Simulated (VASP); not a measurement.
# As: single point with r2SCANh

Crystal: As.

```
As
1.0
     1.88080    1.08588    3.51406
    -1.88080    1.08588    3.51406
     0.00000   -2.17176    3.51406
As
2
Direct
  0.22600 0.22600 0.22600
  0.77400 0.77400 0.77400
```

```yaml
Program: VASP 6.6.1
Task: single point
Functional: r2SCANh
Potentials_or_basis: VASP PAW PBE potentials, release 64 (As)
Cutoff: 520 eV
k_mesh: 5 × 5 × 5
Occupations: fermi-dirac, width 0.05 eV
Spin: no spin polarisation
Dipole_correction: no
Grid_for_exact_exchange_PRECFOCK: Normal
Further_INCAR_settings: ALGO = Normal; EDIFF = 1e-06; NBANDS = 12
Share_of_exact_exchange: 0.1
```

| Quantity | Value |
| --- | --- |
| Pressure | 0.7 GPa |
| Largest force | 0.075 eV/Å |

Forces on the atoms (eV/Å):
```
As   0.000  0.000 -0.075
As   0.000  0.000  0.075
```

Stress tensor (GPa, compression positive):
```
1.01 0.00 0.00
0.00 1.01 0.00
0.00 0.00 0.05
```

Levels at points of the mesh, in eV from the Fermi level:
| k point | band 2 | band 3 | band 4 | band 5 | band 6 | band 7 | band 8 | band 9 |
| --- | --- | --- | --- | --- | --- | --- | --- | --- |
| (0.00, 0.00, 0.00) | -6.56 | -3.21 | -2.77 | -2.77 | 1.71 | 3.08 | 3.08 | 7.38 |

It took 26 min on 1 thread of Intel Xeon 8259CL, with other jobs on the host, peak memory 0.2 GiB.

Caveat: the PAW data sets were made with another functional, which shifts forces and pressure a little.
